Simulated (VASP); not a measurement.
Runs of VASP 6.6.1 on GaP. The structure is that of space group F-43m (No. 216), or close to it. The cells are those of the table. 

```tsv
level	cell	smearing	gap on the mesh (eV)	pressure (GPa)
r2SCAN	a = 3.854, b = 3.838, c = 3.838 Å, angles 60.3, 59.9, 59.9°, 2 atoms	gaussian 0.01 eV	(b)	0.8
r2SCAN	a = 3.842, b = 3.842, c = 3.854 Å, angles 59.9, 59.9, 60.2°, 2 atoms	gaussian 0.01 eV	1.83	0.5
PBE	a = 3.842, b = 3.842, c = 3.854 Å, angles 59.9, 59.9, 60.2°, 2 atoms	fermi-dirac 0.02 eV	(a)	3.0
PBE	a = 3.854, b = 3.838, c = 3.838 Å, angles 60.3, 59.9, 59.9°, 2 atoms	fermi-dirac 0.02 eV	1.54	3.2
```

Alike in all rows: task single point; potentials or basis VASP PAW PBE potentials, release 64 (Ga_d, P); no spin polarisation; k mesh 8 × 8 × 8; cutoff (eV) 520.

**Question.** Fill in the values left out.

**Answer.** (a) 1.57; (b) 1.80.

Caveats: the PAW data sets were made with another functional, which shifts forces and pressure a little (some runs).

A k mesh can miss the band edges, and the runs leave out spin-orbit coupling on Ga.
